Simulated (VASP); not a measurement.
Here is a VASP 6.6.1 calculation.

Contents of INCAR:

```
SYSTEM = Cu2Au
  PREC = Accurate
  ENCUT = 600
  EDIFF = 1E-6
  ISMEAR = 0
  SIGMA = 0.1
  LREAL = .FALSE.
  LASPH = .TRUE.
  NELM = 80
  ALGO = Fast
  ISIF = 3
  LWAVE = .FALSE.
  LCHARG = .FALSE.
  GGA = PE
  IBRION = 2
  NSW = 100
  EDIFFG = -0.01
```

File KPOINTS:

```
Automatic mesh
0
G
  10 10 10
  0 0 0
```

Contents of POSCAR:

```
Cu2Au
1.0
    0.0000000000      3.4692430843      3.4692430843
    3.4692430843      0.0000000000      3.4692430843
    3.4692430843      3.4692430843      0.0000000000
Cu Au
4 2
Direct
    0.1250000000      0.1250000000      0.1250000000
    0.6250000000      0.1250000000      0.1250000000
    0.1250000000      0.1250000000      0.6250000000
    0.1250000000      0.6250000000      0.1250000000
    0.5000000000      0.5000000000      0.5000000000
    0.7500000000      0.7500000000      0.7500000000
```

Potentials or basis: VASP PAW PBE potentials, release 64 (Cu, Au).

Launch:

```console
$ cat potpaw_PBE.64/Cu/POTCAR potpaw_PBE.64/Au/POTCAR > POTCAR
$ mpirun -np 1 vasp_std > vasp.out
```

Question: Predict the band gap on the k mesh.

Answer: Zero (band 33 reaches 10.57 eV, above the bottom of band 34 at 6.75 eV).

Question: Predict the relaxed cell.

Answer: a = 4.919 Å, b = 4.919 Å, c = 4.919 Å, α = 60.00°, β = 60.00°, γ = 60.00°.

Question: Estimate the space group after relaxing (to 0.05 Å).

Answer: Fd-3m (No. 227).

Question: What does it give for the relaxed volume?

Answer: 14.03 Å³/atom.

Final structure:
```
Cu Au
1.0
     0.00000    3.47848    3.47848
     3.47848    0.00000    3.47848
     3.47848    3.47848    0.00000
Cu Au
4 2
Direct
  0.12500 0.12500 0.12500
  0.62500 0.12500 0.12500
  0.12500 0.12500 0.62500
  0.12500 0.62500 0.12500
  0.50000 0.50000 0.50000
  0.75000 0.75000 0.75000
```

Caveat: spin-orbit coupling is left out, which moves the levels of the heavy elements.
